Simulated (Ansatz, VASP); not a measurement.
# One calculation of InSe, two programs

```
CELL_PARAMETERS angstrom
4.02733 0.00000 0.00000
-2.01366 3.48777 0.00000
0.00000 0.00000 36.73656
ATOMIC_POSITIONS crystal
Se 0.33333 0.66667 0.42670
Se 0.33333 0.66667 0.57330
In 0.66667 0.33333 0.46196
In 0.66667 0.33333 0.53804
```

Alike in both runs: functional PBE; dispersion D3(BJ); k mesh 9 × 9 × 1; occupations gaussian, width 0.02 eV; no spin polarisation.

Ansatz relaxed the structure, and its values are those at the end. VASP's run is a single point on that final structure, the one shown.

```csv
,VASP,Ansatz
version,VASP 6.6.1,Ansatz 0.2.0
potentials or method,"VASP PAW PBE potentials, release 64 (Se, In_d), cutoff 520 eV","scalar-relativistic, plane waves, PAW"
valence electrons in the cell,38,58
```

```csv
,VASP,Ansatz,Ansatz less VASP
gap on the k mesh at the Fermi level (eV),1.62,1.63,+0.012
least direct gap on the mesh (eV),1.69,1.70,+0.010
rms of the force components (eV/Å),0.008,0.001,-0.0072
```

VASP's potentials hold 38 valence electrons a cell and Ansatz's 58, so a difference there can come from the potentials and not from the codes.
